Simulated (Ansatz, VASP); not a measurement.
# SrO: VASP beside Ansatz

```
CELL_PARAMETERS angstrom
3.94125 0.00000 0.00000
-1.97062 3.41322 0.00000
0.00000 0.00000 7.25772
ATOMIC_POSITIONS crystal
Sr 0.00000 0.00000 0.80649
Sr 0.00000 0.00000 0.19351
O 0.33333 0.66667 0.00000
O 0.66667 0.33333 0.00000
```

Alike in both runs: functional PBE; k mesh 6 × 6 × 4; occupations gaussian, width 0.1 eV; no spin polarisation.

Ansatz relaxed the structure, and its values are those at the end. VASP's run is a single point on that final structure, the one shown.

|  | VASP | Ansatz |
| --- | --- | --- |
| version | VASP 6.6.1 | Ansatz 0.2.0 |
| potentials or method | VASP PAW PBE potentials, release 64 (Sr_sv, O), cutoff 520 eV | scalar-relativistic, plane waves, PAW |
| valence electrons in the cell | 32 | 32 |

|  | VASP | Ansatz | Ansatz less VASP |
| --- | --- | --- | --- |
| gap on the k mesh at the Fermi level (eV) | none | none | - |
| pressure (GPa) | 0.2 | -0.1 | -0.30 |
| rms of the force components (eV/Å) | 0.026 | 0.011 | -0.0148 |

A gap of «none» marks a metal or a gap that the smearing closes.
